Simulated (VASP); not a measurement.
# BeAs2 (P3_121) in VASP: single point with r2SCAN

Aim: the single point of BeAs2 with r2SCAN.

Everything below comes from runs of VASP 6.6.1. Logs are shortened: lines on timing, memory, paths and dates and some standing lists are left out, and cuts for length are marked.

### 1 The cell of the first run

Symmetry: P3_121, No. 152, trigonal system. Conventional cell: a = 7.471 Å, b = 7.471 Å, c = 4.063 Å, α = 90.00°, β = 90.00°, γ = 120.00°. As (site symmetry 1) has 2 Be at 2.22 to 2.24 Å and 2 As at 2.44 to 2.50 Å within 2.9 Å. Be (site symmetry 2) has 4 As at 2.22 to 2.24 Å within 2.9 Å.

### 2 Single point, r2SCAN

Input file POSCAR:

```
BeAs2
1.0
    3.7357262918      6.4704677405      0.0000000000
   -3.7357262918      6.4704677405      0.0000000000
    0.0000000000      0.0000000000      4.0631353455
As Be
6 3
Direct
    0.3994909442      0.8912585750      0.2540181980
    0.7092504808      0.3994909442      0.5873515313
    0.8912585750      0.7092504808      0.9206848646
    0.2907495192      0.1087414250      0.7459818020
    0.1087414250      0.6005090558      0.4126484687
    0.6005090558      0.2907495192      0.0793151354
    0.4060904685      0.5939095315      0.3333333333
    0.0000000000      0.4060904685      0.6666666667
    0.5939095315      0.0000000000      1.0000000000
```

Input file INCAR.step1:

```
SYSTEM = BeAs2
  PREC = Accurate
  ENCUT = 520
  ISMEAR = -1
  SIGMA = 0.1
  LREAL = .False.
  LASPH = .True.
  NELM = 100
  NBANDS = 28
  GGA = PE
  ALGO = Normal
  EDIFF = 1E-4
  LWAVE = .True.
  LCHARG = .False.
```

Input file INCAR.step2:

```
SYSTEM = BeAs2
  PREC = Accurate
  ENCUT = 520
  EDIFF = 1E-6
  ISMEAR = -1
  SIGMA = 0.1
  LREAL = .False.
  LASPH = .True.
  NELM = 100
  ALGO = Normal
  ISIF = 2
  LWAVE = .False.
  LCHARG = .False.
  METAGGA = R2SCAN
  LMIXTAU = .True.
  NBANDS = 28
  ISTART = 1
```

Input file KPOINTS:

```
Automatic mesh
0
Gamma
  6 6 5
  0 0 0
```

Potentials or basis: VASP PAW PBE potentials, release 64 (As, Be).

Launch:

```console
cat potpaw_PBE.64/As/POTCAR potpaw_PBE.64/Be/POTCAR > POTCAR
cp INCAR.step1 INCAR
mpirun -np 1 vasp_std > vasp.out
cp INCAR.step2 INCAR
mpirun -np 1 vasp_std > vasp.out
```

OUTCAR:

```text
SYSTEM = BeAs2
   PREC = Accurate
   ENCUT = 520
   EDIFF = 1E-6
   ISMEAR = -1
   LREAL = .False.
   LASPH = .True.
   NELM = 100
   ISIF = 2
   METAGGA = R2SCAN
   ISTART = 1

 ion  position               nearest neighbor table
   1  0.399  0.891  0.254-   7 2.22   9 2.24   4 2.44   4 2.50
   2  0.709  0.399  0.587-   8 2.22   7 2.24   6 2.44   6 2.50
   3  0.891  0.709  0.921-   9 2.22   8 2.24   5 2.44   5 2.50
   4  0.291  0.109  0.746-   8 2.22   9 2.24   1 2.44   1 2.50
   5  0.109  0.601  0.413-   7 2.22   8 2.24   3 2.44   3 2.50
   6  0.601  0.291  0.079-   9 2.22   7 2.24   2 2.44   2 2.50
   7  0.406  0.594  0.333-   1 2.22   5 2.22   6 2.24   2 2.24
   8  0.000  0.406  0.667-   4 2.22   2 2.22   3 2.24   5 2.24
   9  0.594  0.000  0.000-   6 2.22   3 2.22   1 2.24   4 2.24

  LATTYP: Found a hexagonal cell.
 ALAT       =     7.4714525835
 C/A-ratio  =     0.5438213386

  Lattice vectors:

 A1 = (   3.7357262918,  -6.4704677405,   0.0000000000)
 A2 = (   3.7357262918,   6.4704677405,   0.0000000000)
 A3 = (   0.0000000000,   0.0000000000,   4.0631353455)

Analysis of symmetry for initial positions (statically):
=====================================================================
 Subroutine PRICEL returns:
 Original cell was already a primitive cell.

 Routine SETGRP: Setting up the symmetry group for a
 hexagonal supercell.

 Subroutine GETGRP returns: Found  6 space group operations
 (whereof  2 operations were pure point group operations)
 out of a pool of 24 trial point group operations.

The static configuration has the point symmetry C_2 .
 The point group associated with its full space group is D_3 .

Analysis of symmetry for dynamics (positions and initial velocities):
=====================================================================
 Subroutine PRICEL returns:
 Original cell was already a primitive cell.

 Routine SETGRP: Setting up the symmetry group for a
 hexagonal supercell.

 Subroutine GETGRP returns: Found  6 space group operations
 (whereof  2 operations were pure point group operations)
 out of a pool of 24 trial point group operations.

The dynamic configuration has the point symmetry C_2 .
 The point group associated with its full space group is D_3 .

 Subroutine INISYM returns: Found  6 space group operations
 (whereof  2 operations are pure point group operations),
 and found     1 'primitive' translations

----------------------------------------------------------------------------------------

                                     Primitive cell

  volume of cell :     196.4274

  direct lattice vectors                    reciprocal lattice vectors
     3.735726292  6.470467741  0.000000000     0.133842782  0.077274166  0.000000000
    -3.735726292  6.470467741  0.000000000    -0.133842782  0.077274166  0.000000000
     0.000000000  0.000000000  4.063135346     0.000000000  0.000000000  0.246115355

  length of vectors
     7.471452584  7.471452584  4.063135346     0.154548333  0.154548333  0.246115355

  position of ions in fractional coordinates (direct lattice)
     0.399490944  0.891258575  0.254018198
     0.709250481  0.399490944  0.587351531
     0.891258575  0.709250481  0.920684865
     0.290749519  0.108741425  0.745981802
     0.108741425  0.600509056  0.412648469
     0.600509056  0.290749519  0.079315135
     0.406090468  0.593909532  0.333333333
     0.000000000  0.406090468  0.666666667
     0.593909532  0.000000000  0.000000000

  ion indices of the primitive-cell ions
   primitive index   ion index
                 1           1
                 2           2
                 3           3
                 4           4
                 5           5
                 6           6
                 7           7
                 8           8
                 9           9

----------------------------------------------------------------------------------------

 KPOINTS: Automatic mesh

Automatic generation of k-mesh.
 Grid dimensions read from file:
 generate k-points for:    6    6    5

 Generating k-lattice:

  Cartesian coordinates                     Fractional coordinates (reciprocal lattice)
     0.022307130  0.012879028  0.000000000     0.166666667  0.000000000  0.000000000
    -0.022307130  0.012879028  0.000000000     0.000000000  0.166666667  0.000000000
     0.000000000  0.000000000  0.049223071     0.000000000  0.000000000  0.200000000

  Length of vectors
     0.025758055  0.025758055  0.049223071

  Shift w.r.t. Gamma in fractional coordinates (k-lattice)
     0.000000000  0.000000000  0.000000000

 Subroutine IBZKPT returns following result:
 ===========================================

 Found     27 irreducible k-points:

 Following reciprocal coordinates:
            Coordinates               Weight
  0.000000  0.000000  0.000000      1.000000
  0.166667  0.000000  0.000000      6.000000
  0.333333  0.000000  0.000000      6.000000
  0.500000  0.000000  0.000000      3.000000
  0.333333  0.166667  0.000000      6.000000
  0.500000  0.166667  0.000000     12.000000
[... 16 lines left out ...]
  0.500000  0.000000  0.400000      6.000000
  0.333333  0.166667  0.400000     12.000000
 [... further k-points ...]
   k-points           NKPTS =     27   k-points in BZ     NKDIM =     27   number of bands    NBANDS=     28
   number of dos      NEDOS =    301   number of ions     NIONS =      9
   total plane-waves  NPLWV =  94080
   dimension x,y,z NGX =    56 NGY =   56 NGZ =   30
   dimension x,y,z NGXF=   112 NGYF=  112 NGZF=   60
   ions per type =               6   3
   NGX,Y,Z   is equivalent  to a cutoff of  12.46, 12.46, 12.27 a.u.
   NGXF,Y,Z  is equivalent  to a cutoff of  24.92, 24.92, 24.55 a.u.
 SYSTEM =  BeAs2
   PREC   = accura    normal or accurate (medium, high low for compatibility)
   ISTART =      1    job   : 0-new  1-cont  2-samecut
   ICHARG =      0    charge: 1-file 2-atom 10-const
   ISPIN  =      1    spin polarized calculation?
   LNONCOLLINEAR =      F non collinear calculations
   LSORBIT =      F    spin-orbit coupling
   LASPH  =      T    aspherical Exc in radial PAW
   ENCUT  =  520.0 eV  38.22 Ry    6.18 a.u.  13.89 13.89  7.55*2*pi/ulx,y,z
   NELM   =    100;   NELMIN=  2; NELMDL=  0     # of ELM steps
   EDIFF  = 0.1E-05   stopping-criterion for ELM
   LREAL  =      F    real-space projection
   EDIFFG = 0.1E-04   stopping-criterion for IOM
   NSW    =      0    number of steps for IOM
   IBRION =     -1    ionic relax: 0-MD 1-quasi-New 2-CG
   NFREE  =      0    steps in history (QN), initial steepest desc. (CG)
   ISIF   =      2    stress and relaxation
   ISYM   =      2    0-nonsym 1-usesym 2-fastsym
   POTIM  = 0.5000    time-step for ionic-motion
   TEBEG  =    0.0;   TEEND  =   0.0 temperature during run
   PSTRESS=    0.0 pullay stress
   NELECT =      36.0000    total number of electrons
   NUPDOWN=      -1.0000    fix difference up-down
   EMIN   =  10.00;   EMAX   =-10.00  energy-range for DOS
   EFERMI =   0.00;   METHOD = LEGACY
   ISMEAR =    -1;   SIGMA  =   0.10  broadening in eV -4-tet -1-fermi 0-gaus
   EFERMI_NEDOS =   21; number of points for ismear=-14 and -15
   IALGO  =     38    algorithm
   IMIX   =      4    mixing-type and parameters
     AMIX     =   0.40;   BMIX     =  1.00
     AMIX_MAG =   1.60;   BMIX_MAG =  1.00
  volume/ion in A,a.u.               =      21.83       147.28
  Fermi-wavevector in a.u.,A,eV,Ry     =   0.929912  1.757278 11.765442  0.864736
  Thomas-Fermi vector in A             =   2.056244
   LORBIT       =      0    0 simple, 1 ext, 2 COOP (PROOUT), +10 PAW based schemes
   METAGGA = R2SCAN    functional components
   LHFCALC =     F    Hartree Fock is set to
   AEXX    =    0.0000 exact exchange contribution
   IVDW    =     0    specifies the selected vdW correction
   LEPSILON=     F    determine dielectric tensor
   LRPA    =     F    only Hartree local field effects (RPA)
 non-spin polarized calculation
  energy-cutoff  :      520.00
  volume of cell :      196.43
 maximum number of plane-waves:      5319
   NGX = 27   NGY = 27   NGZ = 15

 number of electron      36.0000001 magnetization

 Free energy of the ion-electron system (eV)
  ---------------------------------------------------
  ext. energy  EPLUGINS =         0.00000000
  ---------------------------------------------------
  free energy    TOTEN  =      -100.24888511 eV

  energy without entropy =     -100.22750581  energy(sigma->0) =     -100.23819546

 E-fermi :   3.1064     XC(G=0):  -9.1303

 val. band max:        2.9005858688   @ k =   0.3333   0.0000   0.2000
 cond. band min:       3.1497272270   @ k =   0.0000   0.0000   0.0000
 fundamental gap:      0.2491413582
 Fermi energy:         3.1064304875

 k-point     1 :       0.0000    0.0000    0.0000
  band No.  band energies     occupation
      1     -11.3082      2.00000
      2     -10.4764      2.00000
      3     -10.4764      2.00000
      4      -6.6144      2.00000
      5      -5.9477      2.00000
      6      -5.9477      2.00000
[... 20 lines left out ...]
     27       7.7494      0.00000
     28       8.3440      0.00000

 k-point     2 :       0.1667    0.0000    0.0000
  band No.  band energies     occupation
      1     -11.2603      2.00000
      2     -10.5312      2.00000
      3     -10.4992      2.00000
      4      -6.6299      2.00000
      5      -5.9595      2.00000
      6      -5.7956      2.00000
[... 20 lines left out ...]
     27       7.9356      0.00000
     28       8.5867      0.00000

 k-point     3 :       0.3333    0.0000    0.0000
  band No.  band energies     occupation
      1     -11.1284      2.00000
      2     -10.6815      2.00000
      3     -10.5407      2.00000
      4      -6.6084      2.00000
      5      -5.9836      2.00000
      6      -5.5268      2.00000
[... 20 lines left out ...]
     27       8.2136      0.00000
     28       8.7433      0.00000

 k-point     4 :       0.5000    0.0000    0.0000
  band No.  band energies     occupation
      1     -10.9970      2.00000
      2     -10.8237      2.00000
      3     -10.5599      2.00000
      4      -6.5800      2.00000
      5      -5.9962      2.00000
      6      -5.4000      2.00000
[... 20 lines left out ...]
     27       8.2252      0.00000
     28       8.5642      0.00000

 k-point     5 :       0.3333    0.1667    0.0000
  band No.  band energies     occupation
      1     -11.1698      2.00000
      2     -10.6214      2.00000
      3     -10.5448      2.00000
      4      -6.6051      2.00000
      5      -6.0056      2.00000
      6      -5.5772      2.00000
[... 20 lines left out ...]
     27       7.9797      0.00000
     28       8.9177      0.00000

 k-point     6 :       0.5000    0.1667    0.0000
  band No.  band energies     occupation
      1     -11.0170      2.00000
      2     -10.7742      2.00000
      3     -10.5913      2.00000
      4      -6.5204      2.00000
      5      -6.0870      2.00000
      6      -5.3702      2.00000
[... 463 lines left out ...]
      5      -7.9171      2.00000
      6      -7.7057      2.00000
[... 20 lines left out ...]
     27       7.8770      0.00000
     28       8.8185      0.00000

 k-point    22 :       0.3333    0.3333    0.4000
  band No.  band energies     occupation
      1      -9.8223      2.00000
      2      -9.3983      2.00000
      3      -9.2431      2.00000
      4      -8.2451      2.00000
      5      -8.0020      2.00000
      6      -7.6713      2.00000
[... 20 lines left out ...]
     27       8.1727      0.00000
     28       8.5137      0.00000

 k-point    23 :       0.5000    0.0000    0.4000
  band No.  band energies     occupation
      1      -9.6974      2.00000
      2      -9.5353      2.00000
      3      -9.2643      2.00000
      4      -8.1877      2.00000
      5      -7.9797      2.00000
      6      -7.7485      2.00000
[... 20 lines left out ...]
     27       8.5487      0.00000
     28       8.9309      0.00000

 k-point    24 :       0.3333    0.1667    0.4000
  band No.  band energies     occupation
      1      -9.8618      2.00000
      2      -9.3507      2.00000
      3      -9.2301      2.00000
      4      -8.3126      2.00000
      5      -7.9477      2.00000
      6      -7.6634      2.00000
[... 20 lines left out ...]
     27       7.9429      0.00000
     28       8.4280      0.00000

 [... further k-points ...]
[... 5 lines left out ...]
  --------------------------------------------------------------------------------------
  -------------------------------------------------------------------------------------
  Total        0.2414871      0.2414871      0.2323155      0.0000000     -0.0000000      0.0000000
  in kB        1.9697112      1.9697112      1.8949018      0.0000000     -0.0000000      0.0000000
  external PRESSURE =       1.9447748 kB  Pullay stress =       0.0000000 kB

 VOLUME and BASIS-vectors are now :
 -----------------------------------------------------------------------------
  energy-cutoff  :      520.00
  volume of cell :      196.43
      direct lattice vectors                 reciprocal lattice vectors
     3.735726292  6.470467741  0.000000000     0.133842782  0.077274166  0.000000000
    -3.735726292  6.470467741  0.000000000    -0.133842782  0.077274166  0.000000000
     0.000000000  0.000000000  4.063135346     0.000000000  0.000000000  0.246115355

 POSITION                                       TOTAL-FORCE (eV/Angst)
 -----------------------------------------------------------------------------------
     -1.83711      8.35175      1.03211         0.016079     -0.020719      0.006694
      1.15718      7.17408      2.38649         0.009904      0.024285      0.006694
      0.67993     10.35604      3.74087        -0.025983     -0.003566      0.006694
      0.67993      2.58489      3.03103        -0.025983      0.003566     -0.006694
     -1.83711      4.58918      1.67665         0.016079      0.020719     -0.006694
      1.15718      5.76686      0.32227         0.009904     -0.024285     -0.006694
     -0.70164      6.47047      1.35438        -0.020496      0.000000     -0.000000
     -1.51704      2.62760      2.70876         0.010248     -0.017750     -0.000000
      2.21868      3.84287      0.00000         0.010248      0.017750     -0.000000
 -----------------------------------------------------------------------------------
    total drift:                               -0.000000     -0.000000      0.000000

  FREE ENERGIE OF THE ION-ELECTRON SYSTEM (eV)
  ---------------------------------------------------
  free  energy   TOTEN  =      -100.2488851113 eV

  energy  without entropy=     -100.2275058081  energy(sigma->0) =     -100.23819546
```

Run time: 11 min. Hardware: 1 thread of AMD EPYC 7R43 (Zen 3), shared host; peak memory 0.35 GiB.

Results:

- Free energy: -100.2489 eV
- Pressure: 0.2 GPa
- Largest force: 0.027 eV/Å
- Band gap on the k mesh: 0.25 eV, indirect (least direct gap 0.96 eV)

Forces in eV/Å, atoms in the order of the input:
```
As   0.016 -0.021  0.007
As   0.010  0.024  0.007
As  -0.026 -0.004  0.007
As  -0.026  0.004 -0.007
As   0.016  0.021 -0.007
As   0.010 -0.024 -0.007
Be  -0.020  0.000  0.000
Be   0.010 -0.018  0.000
Be   0.010  0.018  0.000
```

Levels at points of the mesh, in eV from the valence-band top:
```csv
k point,band 15,band 16,band 17,band 18,band 19,band 20,band 21,band 22
"(0.00, 0.00, 0.00)",-2.03,-1.20,-0.72,-0.72,0.25,1.24,1.24,2.99
"(0.50, 0.00, 0.00)",-2.03,-1.20,-1.13,-0.98,0.61,0.99,1.68,2.37
```

Caveat: the PAW data sets were made with another functional, which shifts forces and pressure a little. A k mesh can miss the band edges.
